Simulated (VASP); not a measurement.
Mo: single point with PBE

The system is Mo.

```
Mo
1.0
    -1.51232    1.51232    1.51232
     1.51232   -1.51232    1.51232
     1.51232    1.51232   -1.51232
Mo
1
Direct
  0.00000 0.00000 0.00000
```

```json
{
  "Program": "VASP 6.6.1",
  "Task": "single point",
  "Functional": "PBE",
  "Potentials or basis": "VASP PAW PBE potentials, release 64 (Mo_sv)",
  "Cutoff": "520 eV",
  "k mesh": "26 × 26 × 26",
  "Occupations": "gaussian, width 0.1 eV",
  "Spin": "no spin polarisation",
  "Dipole correction": "no",
  "Further INCAR settings": "ALGO = Fast; EDIFF = 1e-07; NBANDS = 13"
}
```

```yaml
Pressure: 45.9 GPa
Band_gap_on_the_k_mesh: zero (band 7 reaches 19.39 eV, above the bottom of band 8 at 13.04 eV)
```

Levels at points of the mesh, in eV from the Fermi level:
```tsv
k point	band 4	band 5	band 6	band 7	band 8	band 9	band 10	band 11
(0.00, 0.00, 0.00)	-34.28	-7.61	-1.65	-1.65	-1.65	1.85	1.85	14.95
(0.50, 0.00, 0.00)	-34.31	-6.13	-4.06	1.97	2.16	2.71	5.64	12.16
(0.50, 0.50, 0.50)	-35.66	-6.48	-6.48	4.70	4.70	4.70	10.07	10.07
```

Wall time 70 s on 1 thread of Intel Xeon 6975P-C, on a shared host, peak memory 0.2 GiB.
